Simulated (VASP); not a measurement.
# CdS (Cm) in VASP: single point with r2SCAN

Aim: the single point of CdS with r2SCAN.

Program: VASP 6.6.1. These are calculated values, not measurements. Logs are shortened: lines on timing, memory, paths and dates and some standing lists are left out, and cuts for length are marked.

## (1) The cell of the first run

It takes space group Cm (No. 8, monoclinic). Conventional cell: a = 7.128 Å, b = 4.115 Å, c = 4.115 Å, α = 90.00°, β = 125.26°, γ = 90.00°. Within 3.2 Å of Cd (site symmetry m) lie 4 S at 2.46 to 2.58 Å. S (site symmetry m) has 4 Cd at 2.46 to 2.58 Å within 3.2 Å.

## (2) Single point, r2SCAN

POSCAR reads:

```
CdS
1.0
    0.0000000000      2.9100000000      2.9100000000
    2.9100000000      0.0000000000      2.9100000000
    2.9100000000      2.9100000000      0.0000000000
Cd S
1 1
Direct
    0.0000000000      0.0000000000      0.0000000000
    0.7317755984      0.7500000000      0.7500000000
```

INCAR.step1 reads:

```
PREC = Accurate
ENCUT = 520
ISMEAR = 0
SIGMA = 0.05
LREAL = False
LASPH = True
NELM = 80
NBANDS = 16
GGA = PE
ALGO = Normal
EDIFF = 1E-4
LWAVE = True
LCHARG = False
```

INCAR.step2 reads:

```
PREC = Accurate
ENCUT = 520
EDIFF = 1E-6
ISMEAR = 0
SIGMA = 0.05
LREAL = False
LASPH = True
NELM = 80
ALGO = Normal
ISIF = 2
LWAVE = False
LCHARG = False
METAGGA = R2SCAN
LMIXTAU = True
NBANDS = 16
ISTART = 1
```

KPOINTS reads:

```
regular mesh
0
Gamma
  8 8 8
```

Potentials or basis: VASP PAW PBE potentials, release 64 (Cd, S).

Launch:

```bash
> cat potpaw_PBE.64/Cd/POTCAR potpaw_PBE.64/S/POTCAR > POTCAR
> cp INCAR.step1 INCAR
> mpirun -np 1 vasp_std > vasp.out
> cp INCAR.step2 INCAR
> mpirun -np 1 vasp_std > vasp.out
```

OUTCAR:

```text
PREC = Accurate
   ENCUT = 520
   EDIFF = 1E-6
   ISMEAR = 0
   LREAL = False
   LASPH = True
   NELM = 80
   ISIF = 2
   METAGGA = R2SCAN
   ISTART = 1

 ion  position               nearest neighbor table
   1  0.000  0.000  0.000-   2 2.46   2 2.52   2 2.52   2 2.58
   2  0.732  0.750  0.750-   1 2.46   1 2.52   1 2.52   1 2.58

  LATTYP: Found a face centered cubic cell.
 ALAT       =     5.8200000000

  Lattice vectors:

 A1 = (   0.0000000000,   2.9100000000,   2.9100000000)
 A2 = (   2.9100000000,   0.0000000000,   2.9100000000)
 A3 = (   2.9100000000,   2.9100000000,   0.0000000000)

Analysis of symmetry for initial positions (statically):
=====================================================================
 Subroutine PRICEL returns:
 Original cell was already a primitive cell.

 Routine SETGRP: Setting up the symmetry group for a
 face centered cubic supercell.

 Subroutine GETGRP returns: Found  2 space group operations
 (whereof  2 operations were pure point group operations)
 out of a pool of 48 trial point group operations.

The static configuration has the point symmetry C_1h.

Analysis of symmetry for dynamics (positions and initial velocities):
=====================================================================
 Subroutine PRICEL returns:
 Original cell was already a primitive cell.

 Routine SETGRP: Setting up the symmetry group for a
 face centered cubic supercell.

 Subroutine GETGRP returns: Found  2 space group operations
 (whereof  2 operations were pure point group operations)
 out of a pool of 48 trial point group operations.

The dynamic configuration has the point symmetry C_1h.

 Subroutine INISYM returns: Found  2 space group operations
 (whereof  2 operations are pure point group operations),
 and found     1 'primitive' translations

----------------------------------------------------------------------------------------

                                     Primitive cell

  volume of cell :      49.2843

  direct lattice vectors                    reciprocal lattice vectors
     0.000000000  2.910000000  2.910000000    -0.171821306  0.171821306  0.171821306
     2.910000000  0.000000000  2.910000000     0.171821306 -0.171821306  0.171821306
     2.910000000  2.910000000  0.000000000     0.171821306  0.171821306 -0.171821306

  length of vectors
     4.115361467  4.115361467  4.115361467     0.297603232  0.297603232  0.297603232

  position of ions in fractional coordinates (direct lattice)
     0.000000000  0.000000000  0.000000000
     0.731775598  0.750000000  0.750000000

  ion indices of the primitive-cell ions
   primitive index   ion index
                 1           1
                 2           2

----------------------------------------------------------------------------------------

 KPOINTS: regular mesh

Automatic generation of k-mesh.
 Grid dimensions read from file:
 generate k-points for:    8    8    8

 Generating k-lattice:

  Cartesian coordinates                     Fractional coordinates (reciprocal lattice)
    -0.021477663  0.021477663  0.021477663     0.125000000  0.000000000  0.000000000
     0.021477663 -0.021477663  0.021477663     0.000000000  0.125000000  0.000000000
     0.021477663  0.021477663 -0.021477663     0.000000000  0.000000000  0.125000000

  Length of vectors
     0.037200404  0.037200404  0.037200404

  Shift w.r.t. Gamma in fractional coordinates (k-lattice)
     0.000000000  0.000000000  0.000000000

 Subroutine IBZKPT returns following result:
 ===========================================

 Found    150 irreducible k-points:

 Following reciprocal coordinates:
            Coordinates               Weight
  0.000000  0.000000  0.000000      1.000000
  0.125000  0.000000  0.000000      2.000000
  0.000000  0.125000  0.000000      4.000000
  0.125000  0.125000  0.125000      2.000000
  0.250000  0.000000  0.000000      2.000000
  0.000000  0.250000  0.000000      4.000000
[... 16 lines left out ...]
  0.375000  0.125000  0.000000      4.000000
  0.000000  0.375000  0.125000      4.000000
 [... further k-points ...]
   k-points           NKPTS =    150   k-points in BZ     NKDIM =    150   number of bands    NBANDS=     16
   number of dos      NEDOS =    301   number of ions     NIONS =      2
   total plane-waves  NPLWV =  32768
   dimension x,y,z NGX =    32 NGY =   32 NGZ =   32
   dimension x,y,z NGXF=    64 NGYF=   64 NGZF=   64
   ions per type =               1   1
   NGX,Y,Z   is equivalent  to a cutoff of  12.93, 12.93, 12.93 a.u.
   NGXF,Y,Z  is equivalent  to a cutoff of  25.85, 25.85, 25.85 a.u.
 SYSTEM =  unknown system
   PREC   = accura    normal or accurate (medium, high low for compatibility)
   ISTART =      1    job   : 0-new  1-cont  2-samecut
   ICHARG =      0    charge: 1-file 2-atom 10-const
   ISPIN  =      1    spin polarized calculation?
   LNONCOLLINEAR =      F non collinear calculations
   LSORBIT =      F    spin-orbit coupling
   LASPH  =      T    aspherical Exc in radial PAW
   ENCUT  =  520.0 eV  38.22 Ry    6.18 a.u.   7.65  7.65  7.65*2*pi/ulx,y,z
   NELM   =     80;   NELMIN=  2; NELMDL=  0     # of ELM steps
   EDIFF  = 0.1E-05   stopping-criterion for ELM
   LREAL  =      F    real-space projection
   EDIFFG = 0.1E-04   stopping-criterion for IOM
   NSW    =      0    number of steps for IOM
   IBRION =     -1    ionic relax: 0-MD 1-quasi-New 2-CG
   NFREE  =      0    steps in history (QN), initial steepest desc. (CG)
   ISIF   =      2    stress and relaxation
   ISYM   =      2    0-nonsym 1-usesym 2-fastsym
   POTIM  = 0.5000    time-step for ionic-motion
   TEBEG  =    0.0;   TEEND  =   0.0 temperature during run
   PSTRESS=    0.0 pullay stress
   NELECT =      18.0000    total number of electrons
   NUPDOWN=      -1.0000    fix difference up-down
   EMIN   =  10.00;   EMAX   =-10.00  energy-range for DOS
   EFERMI =   0.00;   METHOD = LEGACY
   ISMEAR =     0;   SIGMA  =   0.05  broadening in eV -4-tet -1-fermi 0-gaus
   EFERMI_NEDOS =   21; number of points for ismear=-14 and -15
   IALGO  =     38    algorithm
   IMIX   =      4    mixing-type and parameters
     AMIX     =   0.40;   BMIX     =  1.00
     AMIX_MAG =   1.60;   BMIX_MAG =  1.00
  volume/ion in A,a.u.               =      24.64       166.29
  Fermi-wavevector in a.u.,A,eV,Ry     =   1.170207  2.211371 18.631605  1.369384
  Thomas-Fermi vector in A             =   2.306669
   LORBIT       =      0    0 simple, 1 ext, 2 COOP (PROOUT), +10 PAW based schemes
   METAGGA = R2SCAN    functional components
   LHFCALC =     F    Hartree Fock is set to
   AEXX    =    0.0000 exact exchange contribution
   IVDW    =     0    specifies the selected vdW correction
   LEPSILON=     F    determine dielectric tensor
   LRPA    =     F    only Hartree local field effects (RPA)
 non-spin polarized calculation
 Gauss-broadening in eV      SIGMA  =   0.05
  energy-cutoff  :      520.00
  volume of cell :       49.28
 maximum number of plane-waves:      1363
   NGX = 15   NGY = 15   NGZ = 15

 number of electron      18.0000004 magnetization

 Free energy of the ion-electron system (eV)
  ---------------------------------------------------
  ext. energy  EPLUGINS =         0.00000000
  ---------------------------------------------------
  free energy    TOTEN  =       -29.65866061 eV

  energy without entropy =      -29.65866061  energy(sigma->0) =      -29.65866061

 E-fermi :   1.3536     XC(G=0):  -9.7671

 val. band max:        1.1195396638   @ k =   0.0000   0.0000   0.0000
 cond. band min:       2.7231927480   @ k =   0.0000   0.0000   0.0000
 fundamental gap:      1.6036530842
 Fermi energy:         1.3536202884

 k-point     1 :       0.0000    0.0000    0.0000
  band No.  band energies     occupation
      1     -11.8190      2.00000
      2      -6.9453      2.00000
      3      -6.8913      2.00000
      4      -6.8343      2.00000
      5      -6.3668      2.00000
      6      -6.3660      2.00000
[... 8 lines left out ...]
     15      13.1149      0.00000
     16      13.1275      0.00000

 k-point     2 :       0.1250    0.0000    0.0000
  band No.  band energies     occupation
      1     -11.7534      2.00000
      2      -6.8897      2.00000
      3      -6.8618      2.00000
      4      -6.8057      2.00000
      5      -6.3689      2.00000
      6      -6.3686      2.00000
[... 8 lines left out ...]
     15      12.4691      0.00000
     16      13.6533      0.00000

 k-point     3 :       0.0000    0.1250    0.0000
  band No.  band energies     occupation
      1     -11.7554      2.00000
      2      -6.9169      2.00000
      3      -6.8489      2.00000
      4      -6.7991      2.00000
      5      -6.3680      2.00000
      6      -6.3665      2.00000
[... 8 lines left out ...]
     15      12.4893      0.00000
     16      13.6569      0.00000

 k-point     4 :       0.1250    0.1250    0.1250
  band No.  band energies     occupation
      1     -11.7574      2.00000
      2      -6.9228      2.00000
      3      -6.8724      2.00000
      4      -6.7764      2.00000
      5      -6.3669      2.00000
      6      -6.3652      2.00000
[... 8 lines left out ...]
     15      12.5044      0.00000
     16      13.6645      0.00000

 k-point     5 :       0.2500    0.0000    0.0000
  band No.  band energies     occupation
      1     -11.5940      2.00000
      2      -6.7952      2.00000
      3      -6.7670      2.00000
      4      -6.6637      2.00000
      5      -6.3672      2.00000
      6      -6.3646      2.00000
[... 8 lines left out ...]
     15      12.2490      0.00000
     16      12.9022      0.00000

 k-point     6 :       0.0000    0.2500    0.0000
  band No.  band energies     occupation
      1     -11.6010      2.00000
      2      -6.8524      2.00000
      3      -6.7875      2.00000
      4      -6.6148      2.00000
      5      -6.3642      2.00000
      6      -6.3579      2.00000
[... 8 lines left out ...]
     15      12.2955      0.00000
     16      12.8930      0.00000

 k-point     7 :       0.2500    0.2500    0.2500
  band No.  band energies     occupation
      1     -11.6079      2.00000
      2      -6.8725      2.00000
      3      -6.8324      2.00000
      4      -6.5745      2.00000
      5      -6.3600      2.00000
      6      -6.3557      2.00000
[... 8 lines left out ...]
     15      12.3111      0.00000
     16      12.8778      0.00000

 k-point     8 :       0.3750    0.0000    0.0000
  band No.  band energies     occupation
      1     -11.4345      2.00000
      2      -6.7402      2.00000
      3      -6.7197      2.00000
      4      -6.3494      2.00000
      5      -6.3456      2.00000
      6      -6.2777      2.00000
[... 8 lines left out ...]
     15      13.1369      0.00000
     16      13.2394      0.00000

 k-point     9 :       0.0000    0.3750    0.0000
  band No.  band energies     occupation
      1     -11.4464      2.00000
      2      -6.7984      2.00000
      3      -6.7542      2.00000
      4      -6.3496      2.00000
      5      -6.3364      2.00000
      6      -6.2391      2.00000
[... 8 lines left out ...]
     15      13.1230      0.00000
     16      13.2847      0.00000
[... 172 lines left out ...]
 k-point    19 :       0.1250    0.1250   -0.1250
  band No.  band energies     occupation
      1     -11.6094      2.00000
      2      -6.8308      2.00000
      3      -6.7695      2.00000
      4      -6.6829      2.00000
      5      -6.3867      2.00000
      6      -6.3422      2.00000
[... 8 lines left out ...]
     15      13.0849      0.00000
     16      14.3278      0.00000

 k-point    20 :       0.2500    0.1250    0.2500
  band No.  band energies     occupation
      1     -11.6142      2.00000
      2      -6.8494      2.00000
      3      -6.8122      2.00000
      4      -6.6440      2.00000
      5      -6.3813      2.00000
      6      -6.3387      2.00000
[... 8 lines left out ...]
     15      13.1261      0.00000
     16      14.3268      0.00000

 k-point    21 :       0.1250   -0.1250   -0.1250
  band No.  band energies     occupation
      1     -11.6053      2.00000
      2      -6.7736      2.00000
      3      -6.7718      2.00000
      4      -6.7230      2.00000
      5      -6.3908      2.00000
      6      -6.3438      2.00000
[... 8 lines left out ...]
     15      13.0666      0.00000
     16      14.3520      0.00000

 k-point    22 :       0.1250    0.2500    0.2500
  band No.  band energies     occupation
      1     -11.6149      2.00000
      2      -6.8701      2.00000
      3      -6.7998      2.00000
      4      -6.6456      2.00000
      5      -6.3788      2.00000
      6      -6.3362      2.00000
[... 8 lines left out ...]
     15      13.1482      0.00000
     16      14.3418      0.00000

 k-point    23 :       0.3750    0.1250    0.0000
  band No.  band energies     occupation
      1     -11.4486      2.00000
      2      -6.7460      2.00000
      3      -6.6919      2.00000
      4      -6.4731      2.00000
      5      -6.3298      2.00000
      6      -6.2971      2.00000
[... 8 lines left out ...]
     15      13.7103      0.00000
     16      13.8145      0.00000

 k-point    24 :       0.0000    0.3750    0.1250
  band No.  band energies     occupation
      1     -11.4562      2.00000
      2      -6.7821      2.00000
      3      -6.7342      2.00000
      4      -6.4503      2.00000
      5      -6.3295      2.00000
      6      -6.2726      2.00000
[... 8 lines left out ...]
     15      13.6995      0.00000
     16      13.8062      0.00000

 [... further k-points ...]
[... 5 lines left out ...]
  --------------------------------------------------------------------------------------
  -------------------------------------------------------------------------------------
  Total        0.7644505      0.7331272      0.7331272     -0.4078521      0.0588595     -0.4078521
  in kB       24.8514077     23.8331221     23.8331221    -13.2588032      1.9134543    -13.2588037
  external PRESSURE =      24.1725506 kB  Pullay stress =       0.0000000 kB

 VOLUME and BASIS-vectors are now :
 -----------------------------------------------------------------------------
  energy-cutoff  :      520.00
  volume of cell :       49.28
      direct lattice vectors                 reciprocal lattice vectors
     0.000000000  2.910000000  2.910000000    -0.171821306  0.171821306  0.171821306
     2.910000000  0.000000000  2.910000000     0.171821306 -0.171821306  0.171821306
     2.910000000  2.910000000  0.000000000     0.171821306  0.171821306 -0.171821306

 POSITION                                       TOTAL-FORCE (eV/Angst)
 -----------------------------------------------------------------------------------
      0.00000      0.00000      0.00000         0.060001     -0.290557     -0.290557
      4.36500      4.31197      4.31197        -0.060001      0.290557      0.290557
 -----------------------------------------------------------------------------------
    total drift:                                0.000038      0.000326      0.000326

  FREE ENERGIE OF THE ION-ELECTRON SYSTEM (eV)
  ---------------------------------------------------
  free  energy   TOTEN  =       -29.6586606090 eV

  energy  without entropy=      -29.6586606090  energy(sigma->0) =      -29.65866061
```

Wall time 3.5 min (1 thread of AMD EPYC 9R45 (Zen 5), shared host); peak memory 0.24 GiB.

Results:

```
Free energy            : -29.6587 eV
Pressure               : 2.4 GPa
Largest force          : 0.415 eV/Å
Band gap on the k mesh : 1.60 eV
```

Forces in eV/Å, atoms in the order of the input:
```
Cd   0.060 -0.291 -0.291
S   -0.060  0.291  0.291
```

Stress tensor (GPa, compression positive):
```
 2.49 -1.33 -1.33
-1.33  2.38  0.19
-1.33  0.19  2.38
```

Levels at points of the mesh, in eV from the valence-band top:
| k point | band 5 | band 6 | band 7 | band 8 | band 9 | band 10 | band 11 | band 12 | band 13 | band 14 |
| --- | --- | --- | --- | --- | --- | --- | --- | --- | --- | --- |
| (0.00, 0.00, 0.00) | -7.49 | -7.49 | -0.04 | 0.00 | 0.00 | 1.60 | 7.06 | 7.06 | 7.10 | 11.98 |
| (0.50, 0.00, 0.00) | -7.45 | -7.11 | -4.64 | -0.89 | -0.78 | 3.56 | 7.42 | 7.64 | 7.96 | 11.55 |
| (0.00, 0.50, 0.00) | -7.44 | -7.09 | -4.52 | -0.88 | -0.69 | 3.48 | 7.28 | 7.66 | 7.91 | 11.59 |
| (0.50, 0.50, 0.50) | -7.44 | -7.08 | -4.39 | -0.79 | -0.68 | 3.39 | 7.30 | 7.52 | 7.86 | 11.64 |
| (0.50, 0.50, 0.00) | -7.40 | -7.02 | -4.02 | -1.96 | -1.95 | 3.81 | 4.76 | 9.82 | 11.51 | 11.66 |
| (0.00, 0.50, 0.50) | -7.39 | -7.03 | -4.03 | -1.97 | -1.94 | 3.81 | 4.75 | 9.82 | 11.57 | 11.60 |

Caveat: the cell differs from its parent crystal (all S atoms moved +0.075 Å, as atom 2 towards its neighbour atom 2 (S) at 4.115 Å); the PAW data sets were made with another functional, which shifts forces and pressure a little.
